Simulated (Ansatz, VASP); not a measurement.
# Ir: VASP beside Ansatz

The input POSCAR:

```
Ir
1.0
    0.0000000000      1.9676925000      1.9676925000
    1.9676925000      0.0000000000      1.9676925000
    1.9676925000      1.9676925000      0.0000000000
Ir
1
Direct
    0.0000000000      0.0000000000      0.0000000000
```

File INCAR.step1:

```
SYSTEM = Ir
  PREC = Accurate
  ENCUT = 520
  ISMEAR = 0
  SIGMA = 0.15
  LREAL = .FALSE.
  LASPH = .TRUE.
  NELM = 100
  NBANDS = 10
  GGA = PE
  ALGO = Normal
  EDIFF = 1E-4
  LWAVE = .TRUE.
  LCHARG = .FALSE.
```

The input INCAR.step2:

```
SYSTEM = Ir
  PREC = Accurate
  ENCUT = 520
  EDIFF = 1E-7
  ISMEAR = 0
  SIGMA = 0.15
  LREAL = .FALSE.
  LASPH = .TRUE.
  NELM = 100
  ALGO = Normal
  ISIF = 2
  LWAVE = .FALSE.
  LCHARG = .TRUE.
  METAGGA = R2SCAN
  LMIXTAU = .TRUE.
  LELF = .TRUE.
  LVHAR = .TRUE.
  NBANDS = 10
  ISTART = 1
```

The input KPOINTS:

```
Automatic mesh
0
G
  22 22 22
  0 0 0
```

Input for Ansatz:

```yaml
crystal:
  lattice:
    - [0.0, 1.9676925, 1.9676925]
    - [1.9676925, 0.0, 1.9676925]
    - [1.9676925, 1.9676925, 0.0]
  atoms:
    - { symbol: Ir, position: [0.0, 0.0, 0.0] }
basis:
  ecutwfc: 500
kpoints:
  mp_grid: { grid: [22, 22, 22] }
hamiltonian:
  xc: r2scan
scf:
  occupations: { method: gaussian, width: 0.15 }
output:
  forces: true
  stress: true
  eigenvalues: true
```

Change from the starting cell: strain +0.025 along x and y, +0.025 along z, atoms carried along.

Alike in both runs: task single point; functional r2SCAN; k mesh 22 × 22 × 22; occupations gaussian, width 0.15 eV; no spin polarisation.

```csv
,VASP,Ansatz
version,VASP 6.6.1,Ansatz 0.2.0
potentials or method,"VASP PAW PBE potentials, release 64 (Ir), cutoff 520 eV","scalar-relativistic, plane waves, PAW"
valence electrons in the cell,9,17
```

VASP gave:

```
gap on the k mesh at the Fermi level (eV) : none
pressure (GPa)                            : -20.3
```

Estimate Ansatz's values.

gap on the k mesh at the Fermi level (eV): none; pressure (GPa): -22.1.

VASP's potentials were made for PBE, not for r2SCAN. A gap of «none» marks a metal or a gap that the smearing closes. VASP's potentials hold 9 valence electrons a cell and Ansatz's 17, so a difference there can come from the potentials and not from the codes.

Neither program's run includes spin-orbit coupling.
